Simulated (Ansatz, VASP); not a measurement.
# One calculation of InSb, two programs

Contents of INCAR:

```
  ALGO = Normal
  EDIFF = 1E-6
  ENCUT = 520
  GGA = PE
  ISIF = 2
  ISMEAR = 0
  LASPH = True
  LCHARG = True
  LELF = True
  LREAL = False
  LVHAR = True
  LWAVE = False
  NBANDS = 26
  NELM = 100
  PREC = Accurate
  SIGMA = 0.1
```

Contents of KPOINTS:

```
k-points
0
Gamma
  4 4 4
```

The input POSCAR:

```
InSb
1.0
    3.0633140000     -3.0813730000      0.0000000000
    3.0633140000      3.0813730000      0.0000000000
    0.0000000000      0.0000000000      6.1268940000
In Sb
2 2
Direct
    0.2794110000      0.7205890000      0.2500000000
    0.7205890000      0.2794110000      0.7500000000
    0.7772050000      0.2227950000      0.2500000000
    0.2227950000      0.7772050000      0.7500000000
```

Input for Ansatz:

```yaml
crystal:
  lattice:
    - [3.063314, -3.081373, 0.0]
    - [3.063314, 3.081373, 0.0]
    - [0.0, 0.0, 6.126894]
  atoms:
    - { symbol: In, position: [0.279411, 0.720589, 0.25] }
    - { symbol: In, position: [0.720589, 0.279411, 0.75] }
    - { symbol: Sb, position: [0.777205, 0.222795, 0.25] }
    - { symbol: Sb, position: [0.222795, 0.777205, 0.75] }
basis:
  ecutwfc: 420
kpoints:
  mp_grid: { grid: [4, 4, 4] }
hamiltonian:
  xc: pbe
scf:
  occupations: { method: gaussian, width: 0.1 }
output:
  forces: true
  stress: true
  eigenvalues: true
```

Alike in both runs: task single point; functional PBE; k mesh 4 × 4 × 4; occupations gaussian, width 0.1 eV; no spin polarisation.

|  | VASP | Ansatz |
| --- | --- | --- |
| version | VASP 6.6.1 | Ansatz 0.2.0 |
| potentials or method | VASP PAW PBE potentials, release 64 (In_d, Sb), cutoff 520 eV | scalar-relativistic, plane waves, PAW |
| valence electrons in the cell | 36 | 56 |

|  | VASP | Ansatz | Ansatz less VASP |
| --- | --- | --- | --- |
| gap on the k mesh at the Fermi level (eV) | none | none | - |
| pressure (GPa) | 0.8 | 0.9 | +0.03 |
| traceless stress, the component that is largest in VASP (GPa) | -0.42 | -0.42 | +0.005 |
| rms of the force components (eV/Å) | 0.105 | 0.105 | -0.0006 |

Atom by atom the forces differ by 0.001 eV/Å (rms over components). A gap of «none» marks a metal or a gap that the smearing closes. With one functional, cell and mesh, what is left measures potentials, basis and numerics. VASP's potentials hold 36 valence electrons a cell and Ansatz's 56, so a difference there can come from the potentials and not from the codes.

The k mesh is coarse, so the values compare programs but aren't converged. Neither program's run includes spin-orbit coupling.
